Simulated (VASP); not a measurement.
# CuI (Pmmn) in VASP: a series of runs

CuI is run at these levels: PBEsol; tasks: single point.

Program: VASP 6.6.1. These are calculated values, not measurements. Logs are shortened: lines on timing, memory, paths and dates and some standing lists are left out, and cuts for length are marked.

## 1. The cell of the first run

The structure is orthorhombic, space group Pmmn (No. 59). Conventional cell: a = 3.602 Å, b = 4.402 Å, c = 6.481 Å, α = 90.00°, β = 90.00°, γ = 90.00°. Cu (site symmetry mm2) has 4 I at 2.47 to 2.78 Å and 4 Cu at 2.84 Å within 3.3 Å. I (site symmetry mm2) has 4 Cu at 2.47 to 2.78 Å within 3.3 Å.

## 2. Single point, PBEsol (strain -0.1000 x Voigt [1, -1, 0, 0, 0, 0])

INCAR reads:

```
SYSTEM = CuI
  PREC = Accurate
  ENCUT = 520
  EDIFF = 1E-6
  ISMEAR = 0
  SIGMA = 0.05
  LREAL = .FALSE.
  LASPH = .TRUE.
  NELM = 60
  ALGO = Normal
  ISIF = 2
  LWAVE = .FALSE.
  LCHARG = .FALSE.
  GGA = PS
  NBANDS = 26
```

KPOINTS reads:

```
regular mesh
0
G
  8 8 4
  0 0 0
```

POSCAR reads:

```
CuI
1.0
    3.6017852637      0.0000000000      0.0000000000
    0.0000000000      4.4021819889      0.0000000000
    0.0000000000      0.0000000000      6.4805233832
Cu I
2 2
Direct
    0.5000000000      0.5000000000      0.0000000000
    0.0000000000      0.0000000000      0.0000000000
    0.5000000000      0.0000000000      0.2615206259
    0.0000000000      0.5000000000      0.7384793741
```

Potentials or basis: VASP PAW PBE potentials, release 64 (Cu, I).

The run is started by

```sh
cat potpaw_PBE.64/Cu/POTCAR potpaw_PBE.64/I/POTCAR > POTCAR
mpirun -np 1 vasp_std > vasp.out
```

OUTCAR:

```text
SYSTEM = CuI
   PREC = Accurate
   ENCUT = 520
   EDIFF = 1E-6
   ISMEAR = 0
   LREAL = .FALSE.
   LASPH = .TRUE.
   NELM = 60
   ISIF = 2
   GGA = PS

 ion  position               nearest neighbor table
   1  0.500  0.500  0.000-   4 2.47   4 2.47   3 2.78   3 2.78
   2  0.000  0.000  0.000-   3 2.47   3 2.47   4 2.78   4 2.78
   3  0.500  0.000  0.262-   2 2.47   2 2.47   1 2.78   1 2.78
   4  0.000  0.500  0.738-   1 2.47   1 2.47   2 2.78   2 2.78

  LATTYP: Found a simple orthorhombic cell.
 ALAT       =     3.6017852637
 B/A-ratio  =     1.2222222222
 C/A-ratio  =     1.7992531228

  Lattice vectors:

 A1 = (   3.6017852637,   0.0000000000,   0.0000000000)
 A2 = (   0.0000000000,   4.4021819889,   0.0000000000)
 A3 = (   0.0000000000,   0.0000000000,   6.4805233832)

Analysis of symmetry for initial positions (statically):
=====================================================================
 Subroutine PRICEL returns:
 Original cell was already a primitive cell.

 Routine SETGRP: Setting up the symmetry group for a
 simple orthorhombic supercell.

 Subroutine GETGRP returns: Found  8 space group operations
 (whereof  4 operations were pure point group operations)
 out of a pool of  8 trial point group operations.

The static configuration has the point symmetry C_2v.
 The point group associated with its full space group is D_2h.

Analysis of symmetry for dynamics (positions and initial velocities):
=====================================================================
 Subroutine PRICEL returns:
 Original cell was already a primitive cell.

 Routine SETGRP: Setting up the symmetry group for a
 simple orthorhombic supercell.

 Subroutine GETGRP returns: Found  8 space group operations
 (whereof  4 operations were pure point group operations)
 out of a pool of  8 trial point group operations.

The dynamic configuration has the point symmetry C_2v.
 The point group associated with its full space group is D_2h.

 Subroutine INISYM returns: Found  8 space group operations
 (whereof  4 operations are pure point group operations),
 and found     1 'primitive' translations

----------------------------------------------------------------------------------------

                                     Primitive cell

  volume of cell :     102.7533

  direct lattice vectors                    reciprocal lattice vectors
     3.601785264  0.000000000  0.000000000     0.277640094  0.000000000  0.000000000
[... 90 lines left out ...]
   EDIFF  = 0.1E-05   stopping-criterion for ELM
   LREAL  =      F    real-space projection
   EDIFFG = 0.1E-04   stopping-criterion for IOM
   NSW    =      0    number of steps for IOM
   IBRION =     -1    ionic relax: 0-MD 1-quasi-New 2-CG
   NFREE  =      0    steps in history (QN), initial steepest desc. (CG)
   ISIF   =      2    stress and relaxation
   ISYM   =      2    0-nonsym 1-usesym 2-fastsym
   POTIM  = 0.5000    time-step for ionic-motion
   TEBEG  =    0.0;   TEEND  =   0.0 temperature during run
   PSTRESS=    0.0 pullay stress
   NELECT =      36.0000    total number of electrons
   NUPDOWN=      -1.0000    fix difference up-down
   EMIN   =  10.00;   EMAX   =-10.00  energy-range for DOS
   EFERMI =   0.00;   METHOD = LEGACY
   ISMEAR =     0;   SIGMA  =   0.05  broadening in eV -4-tet -1-fermi 0-gaus
   EFERMI_NEDOS =   21; number of points for ismear=-14 and -15
   IALGO  =     38    algorithm
   IMIX   =      4    mixing-type and parameters
     AMIX     =   0.40;   BMIX     =  1.00
     AMIX_MAG =   1.60;   BMIX_MAG =  1.00
  volume/ion in A,a.u.               =      25.69       173.35
  Fermi-wavevector in a.u.,A,eV,Ry     =   1.154101  2.180934 18.122258  1.331948
  Thomas-Fermi vector in A             =   2.290740
   LORBIT       =      0    0 simple, 1 ext, 2 COOP (PROOUT), +10 PAW based schemes
   GGA     = PS    functional components
   LHFCALC =     F    Hartree Fock is set to
   AEXX    =    0.0000 exact exchange contribution
   IVDW    =     0    specifies the selected vdW correction
   LEPSILON=     F    determine dielectric tensor
   LRPA    =     F    only Hartree local field effects (RPA)
 non-spin polarized calculation
 Gauss-broadening in eV      SIGMA  =   0.05
  energy-cutoff  :      520.00
  volume of cell :      102.75
 maximum number of plane-waves:      2824
 NGX is ok and might be reduce to    28
   NGX = 13   NGY = 17   NGZ = 25

 number of electron      35.9999995 magnetization

 Free energy of the ion-electron system (eV)
  ---------------------------------------------------
  ext. energy  EPLUGINS =         0.00000000
  ---------------------------------------------------
  free energy    TOTEN  =       -12.07845010 eV

  energy without entropy =      -12.07845010  energy(sigma->0) =      -12.07845010

 E-fermi :   5.8145     XC(G=0):  -9.4722

 val. band max:        5.5602083645   @ k =   0.0000   0.0000   0.0000
 cond. band min:       6.2849680469   @ k =   0.0000   0.0000   0.0000
 fundamental gap:      0.7247596825
 Fermi energy:         5.8144571392

 k-point     1 :       0.0000    0.0000    0.0000
  band No.  band energies     occupation
      1      -9.2987      2.00000
      2      -8.5567      2.00000
      3      -1.2363      2.00000
      4       0.8429      2.00000
      5       0.9537      2.00000
      6       1.1358      2.00000
[... 685 lines left out ...]
     25      14.1605      0.00000
     26      14.1605      0.00000

 [... further k-points ...]

------------------------ aborting loop because EDIFF is reached ----------------------------------------

  FORCE on cell =-STRESS in cart. coord.  units (eV):
  Direction    XX          YY          ZZ          XY          YZ          ZX
  --------------------------------------------------------------------------------------
  -------------------------------------------------------------------------------------
  Total        7.8972256     -3.5700811      1.8466620      0.0000000      0.0000000      0.0000000
  in kB      123.1371887    -55.6663540     28.7940075      0.0000000      0.0000000      0.0000000
  external PRESSURE =      32.0882807 kB  Pullay stress =       0.0000000 kB

 VOLUME and BASIS-vectors are now :
 -----------------------------------------------------------------------------
  energy-cutoff  :      520.00
  volume of cell :      102.75
      direct lattice vectors                 reciprocal lattice vectors
     3.601785264  0.000000000  0.000000000     0.277640094  0.000000000  0.000000000
     0.000000000  4.402181989  0.000000000     0.000000000  0.227160077  0.000000000
     0.000000000  0.000000000  6.480523383     0.000000000  0.000000000  0.154308524

 POSITION                                       TOTAL-FORCE (eV/Angst)
 -----------------------------------------------------------------------------------
      1.80089      2.20109      0.00000         0.000000      0.000000      0.850136
      0.00000      0.00000      0.00000         0.000000      0.000000     -0.850136
      1.80089      0.00000      1.69479         0.000000      0.000000      0.558607
      0.00000      2.20109      4.78573         0.000000      0.000000     -0.558607
 -----------------------------------------------------------------------------------
    total drift:                                0.000000      0.000000     -0.000000

  FREE ENERGIE OF THE ION-ELECTRON SYSTEM (eV)
  ---------------------------------------------------
  free  energy   TOTEN  =       -12.0784500971 eV

  energy  without entropy=      -12.0784500971  energy(sigma->0) =      -12.07845010
```

OSZICAR:

```text
N       E                     dE             d eps       ncg     rms          rms(c)
DAV:   1     0.277851069067E+03    0.27785E+03   -0.15254E+04  3900   0.154E+03
DAV:   2     0.151246784961E+02   -0.26273E+03   -0.24995E+03  3922   0.318E+02
DAV:   3    -0.116035371454E+02   -0.26728E+02   -0.25962E+02  5162   0.123E+02
DAV:   4    -0.129591363326E+02   -0.13556E+01   -0.13513E+01  5270   0.247E+01
DAV:   5    -0.130229038028E+02   -0.63767E-01   -0.63759E-01  6236   0.509E+00    0.115E+01
DAV:   6    -0.127486173385E+02    0.27429E+00   -0.13256E+01  4774   0.840E+01    0.762E+00
DAV:   7    -0.120804604019E+02    0.66816E+00   -0.34179E+00  4798   0.550E+01    0.370E+00
DAV:   8    -0.121000257347E+02   -0.19565E-01   -0.34476E-01  6228   0.799E+00    0.111E+00
DAV:   9    -0.120780451049E+02    0.21981E-01   -0.10558E-01  5380   0.818E+00    0.549E-01
DAV:  10    -0.120790306713E+02   -0.98557E-03   -0.69077E-03  6012   0.144E+00    0.356E-01
DAV:  11    -0.120784252087E+02    0.60546E-03   -0.27606E-03  5274   0.137E+00    0.132E-01
DAV:  12    -0.120784446783E+02   -0.19470E-04   -0.48813E-04  6100   0.225E-01    0.240E-02
DAV:  13    -0.120784475471E+02   -0.28689E-05   -0.14529E-05  6026   0.647E-02    0.103E-02
DAV:  14    -0.120784497171E+02   -0.21699E-05   -0.52696E-06  4196   0.129E-02    0.104E-02
DAV:  15    -0.120784500971E+02   -0.38005E-06   -0.70608E-07  3148   0.215E-02
   1 F= -.12078450E+02 E0= -.12078450E+02  d E =-.652154E-15
```

stdout:

```text
POSCAR found type information on POSCAR CuI
 POSCAR found :  2 types and       4 ions
 scaLAPACK will be used
 -----------------------------------------------------------------------------
|                                                                             |
|                                                                             |
|     You enforced a specific xc type in the INCAR file but a different       |
|     I HOPE YOU KNOW WHAT YOU ARE DOING!                                     |
|                                                                             |
 -----------------------------------------------------------------------------

 LDA part: xc-table for (Slater+PW92), standard interpolation
 POSCAR, INCAR and KPOINTS ok, starting setup
 FFT: planning ... GRIDC
 FFT: planning ... GRID_SOFT
 FFT: planning ... GRID
 WAVECAR not read
 entering main loop
```

Wall time 2.2 min (1 thread of Intel Xeon Platinum 8488C (Sapphire Rapids), shared host); peak memory 0.33 GiB.

Results:

| Property | Result |
| --- | --- |
| Free energy | -12.0785 eV |
| Pressure | 3.2 GPa |
| Largest force | 0.850 eV/Å |
| Band gap on the k mesh | 0.72 eV, direct |

Forces on the atoms (eV/Å):
```
Cu   0.000  0.000  0.850
Cu   0.000  0.000 -0.850
I    0.000  0.000  0.559
I    0.000  0.000 -0.559
```

Caveat: the cell differs from its parent crystal (strain -0.1000 x Voigt [1, -1, 0, 0, 0, 0]); the PAW data sets were made with another functional, which shifts forces and pressure a little; spin-orbit coupling is left out, which moves the levels of the heavy elements; this functional lacks dispersion, which binds the layers, so the pressure and a relaxed spacing across them are unreliable.

## 3. Single point, PBEsol (strain +0.0750 x Voigt [1, -1, 0, 0, 0, 0])

INCAR reads:

```
SYSTEM = CuI
ALGO = Normal
EDIFF = 1E-6
ENCUT = 520
GGA = PS
ISIF = 2
ISMEAR = 0
LASPH = .True.
LCHARG = .False.
LREAL = .False.
LWAVE = .False.
NBANDS = 26
NELM = 100
PREC = Accurate
SIGMA = 0.05
```

KPOINTS reads:

```
k-points
0
Gamma
  8 8 4
  0 0 0
```

POSCAR, as its differences from that of step 2:

```diff
@@ -2,4 +2,4 @@
 1.0
-    3.6017852637      0.0000000000      0.0000000000
-    0.0000000000      4.4021819889      0.0000000000
+    4.3021323983      0.0000000000      0.0000000000
+    0.0000000000      3.7018348543      0.0000000000
     0.0000000000      0.0000000000      6.4805233832
```

Potentials or basis: VASP PAW PBE potentials, release 64 (Cu, I).

The run is started by

```sh
cat potpaw_PBE.64/Cu/POTCAR potpaw_PBE.64/I/POTCAR > POTCAR
mpirun -np 1 vasp_std > vasp.out
```

It took 1.9 min on 1 thread of Intel Xeon Platinum 8488C (Sapphire Rapids), shared host; peak memory 0.32 GiB.

It converged, with:

| Property | Result |
| --- | --- |
| Free energy | -12.3350 eV |
| Pressure | 1.9 GPa |
| Largest force | 0.589 eV/Å |
| Band gap on the k mesh | 1.01 eV, direct |

Forces in eV/Å, atoms in the order of the input:
```
Cu   0.000  0.000 -0.589
Cu   0.000  0.000  0.589
I    0.000  0.000  0.319
I    0.000  0.000 -0.319
```

Stress tensor (GPa, compression positive):
```
-4.52  0.00  0.00
 0.00  8.44  0.00
 0.00  0.00  1.66
```

Levels at points of the mesh, in eV from the valence-band top:
```csv
k point,band 14,band 15,band 16,band 17,band 18,band 19,band 20,band 21,band 22,band 23
"(0.00, 0.00, 0.00)",-1.75,-1.42,-1.42,-0.66,0.00,1.01,1.96,3.54,3.90,4.88
"(0.50, 0.00, 0.00)",-2.59,-1.83,-1.83,-0.51,-0.51,3.60,3.60,4.81,4.81,6.41
"(0.00, 0.50, 0.00)",-2.44,-1.58,-1.58,-1.13,-1.13,2.91,2.91,4.32,4.32,5.51
"(0.50, 0.50, 0.00)",-2.28,-2.25,-2.25,-1.62,-1.62,2.10,2.10,2.24,2.24,8.57
"(0.00, 0.00, 0.50)",-2.01,-1.75,-1.27,-1.07,-0.30,2.24,2.64,4.02,4.22,4.54
"(0.50, 0.00, 0.50)",-2.59,-1.34,-1.34,-0.48,-0.48,1.83,1.83,5.13,5.13,6.65
"(0.00, 0.50, 0.50)",-2.44,-1.23,-1.23,-1.10,-1.10,1.63,1.63,4.54,4.54,4.94
"(0.50, 0.50, 0.50)",-2.35,-2.27,-2.27,-1.52,-1.52,3.56,3.56,3.60,3.60,5.40
```

Caveat: the cell differs from its parent crystal (strain +0.0750 x Voigt [1, -1, 0, 0, 0, 0]); the PAW data sets were made with another functional, which shifts forces and pressure a little; spin-orbit coupling is left out, which moves the levels of the heavy elements; this functional lacks dispersion, which binds the layers, so the pressure and a relaxed spacing across them are unreliable. A k mesh can miss the band edges.

## 4. Single point, PBEsol (strain -0.0500 x Voigt [1, -1, 0, 0, 0, 0])

INCAR reads:

```
ALGO = Normal ; EDIFF = 1E-7
ENCUT = 520 ; GGA = PS
ISIF = 2 ; ISMEAR = 0
LASPH = True ; LCHARG = False
LREAL = False ; LWAVE = False
NBANDS = 26 ; NELM = 80
PREC = Accurate ; SIGMA = 0.05
```

KPOINTS reads:

```
k-points
0
Gamma
  8 8 4
```

POSCAR, as its differences from that of step 3:

```diff
@@ -2,4 +2,4 @@
 1.0
-    4.3021323983      0.0000000000      0.0000000000
-    0.0000000000      3.7018348543      0.0000000000
+    3.8018844450      0.0000000000      0.0000000000
+    0.0000000000      4.2020828076      0.0000000000
     0.0000000000      0.0000000000      6.4805233832
```

The run is started by

```sh
cat potpaw_PBE.64/Cu/POTCAR potpaw_PBE.64/I/POTCAR > POTCAR
mpirun -np 1 vasp_std > vasp.out
```

Run time: 2 min. Hardware: 1 thread of Intel Xeon Platinum 8488C (Sapphire Rapids), shared host; peak memory 0.32 GiB.

Results (log left out):

```
Free energy            : -12.5106 eV
Pressure               : 0.9 GPa
Largest force          : 0.369 eV/Å
Band gap on the k mesh : 1.23 eV, direct
```

Forces on the atoms (eV/Å):
```
Cu   0.000  0.000  0.369
Cu   0.000  0.000 -0.369
I    0.000  0.000  0.152
I    0.000  0.000 -0.152
```

Stress tensor (GPa, compression positive):
```
 5.16  0.00  0.00
 0.00 -3.26  0.00
 0.00  0.00  0.78
```

Levels at points of the mesh, in eV from the valence-band top:
```
           k point  band 16  band 17  band 18  band 19  band 20  band 21
(0.00, 0.00, 0.00)    -1.23    -0.43     0.00     1.23     2.38     3.68
(0.50, 0.00, 0.00)    -1.45    -0.91    -0.91     3.19     3.19     4.50
(0.00, 0.50, 0.00)    -1.62    -0.51    -0.51     3.70     3.70     4.78
(0.50, 0.50, 0.00)    -2.09    -1.45    -1.45     2.25     2.25     2.38
(0.00, 0.00, 0.50)    -1.33    -0.81    -0.31     2.64     2.93     3.81
(0.50, 0.00, 0.50)    -1.07    -0.89    -0.89     1.82     1.82     4.72
(0.00, 0.50, 0.50)    -1.14    -0.48    -0.48     1.97     1.97     5.10
(0.50, 0.50, 0.50)    -2.10    -1.35    -1.35     3.70     3.70     3.80
```

Caveat: the cell differs from its parent crystal (strain -0.0500 x Voigt [1, -1, 0, 0, 0, 0]); the PAW data sets were made with another functional, which shifts forces and pressure a little; spin-orbit coupling is left out, which moves the levels of the heavy elements; this functional lacks dispersion, which binds the layers, so the pressure and a relaxed spacing across them are unreliable.

## 5. Overview

```tsv
cell	gap on the mesh (eV)	pressure (GPa)	largest force (eV/Å)
a = 3.602, b = 4.402, c = 6.481 Å, 4 atoms	0.72	3.2	0.85
a = 4.302, b = 3.702, c = 6.481 Å, 4 atoms	1.01	1.9	0.59
a = 3.802, b = 4.202, c = 6.481 Å, 4 atoms	1.23	0.9	0.37
```

Alike in all rows: task single point; level PBEsol; potentials or basis VASP PAW PBE potentials, release 64 (Cu, I); no spin polarisation; k mesh 8 × 8 × 4; cutoff (eV) 520; smearing gaussian 0.05 eV.

Caveats: the PAW data sets were made with another functional, which shifts forces and pressure a little; spin-orbit coupling is left out, which moves the levels of the heavy elements; this functional lacks dispersion, which binds the layers, so the pressure and a relaxed spacing across them are unreliable.

Total energies depend on the potentials used, so only differences within one code and one set of settings carry meaning.
